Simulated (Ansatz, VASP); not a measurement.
# Two plane-wave programs on Ta

```
Ta
1.0
    -1.57465    1.57465    1.57465
     1.57465   -1.57465    1.57465
     1.57465    1.57465   -1.57465
Ta
1
Direct
  0.00000 0.00000 0.00000
```

Change from the starting cell: strain -0.040 along x and y, -0.040 along z, atoms carried along.

Alike in both runs: task single point; functional PBEsol; k mesh 26 × 26 × 26; occupations gaussian, width 0.15 eV; no spin polarisation.

```csv
,VASP,Ansatz
version,VASP 6.6.1,Ansatz 0.2.0
potentials or method,"VASP PAW PBE potentials, release 64 (Ta_pv), cutoff 520 eV","scalar-relativistic, plane waves, PAW"
valence electrons in the cell,11,13
```

|  | VASP | Ansatz | Ansatz less VASP |
| --- | --- | --- | --- |
| gap on the k mesh at the Fermi level (eV) | none | none | - |
| pressure (GPa) | 32.6 | 32.1 | -0.55 |

VASP's potentials were made for PBE, not for PBEsol. A gap of «none» marks a metal or a gap that the smearing closes. Both programs put the cell under a high pressure, so it lies far from rest at this level. VASP's potentials hold 11 valence electrons a cell and Ansatz's 13, so a difference there can come from the potentials and not from the codes.

Neither program's run includes spin-orbit coupling.
